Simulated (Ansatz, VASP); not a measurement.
BN: VASP beside Ansatz

```
B N
1.0
     0.00000    1.80442    1.80442
     1.80442    0.00000    1.80442
     1.80442    1.80442    0.00000
B N
1 1
Direct
  0.00000 0.00000 0.00000
  0.25000 0.25000 0.25000
```

Alike in both runs: functional r2SCAN; k mesh 12 × 12 × 12; occupations gaussian, width 0.02 eV; no spin polarisation.

Ansatz relaxed the structure, and its values are those at the end. VASP's run is a single point on that final structure, the one shown.

|  | VASP | Ansatz |
| --- | --- | --- |
| version | VASP 6.6.1 | Ansatz 0.2.0 |
| potentials or method | VASP PAW PBE potentials, release 64 (B_h, N_h), cutoff 1460 eV | scalar-relativistic, plane waves, PAW |
| valence electrons in the cell | 8 | 8 |

|  | VASP | Ansatz | Ansatz less VASP |
| --- | --- | --- | --- |
| gap on the k mesh at the Fermi level (eV) | 5.00 | 4.99 | -0.004 |
| least direct gap on the mesh (eV) | 9.58 | 9.58 | +0.006 |
| pressure (GPa) | -0.2 | 0.0 | +0.18 |

VASP's potentials were made for PBE, not for r2SCAN. The functional is the same, so the differences come from potentials, cutoffs and numerics.
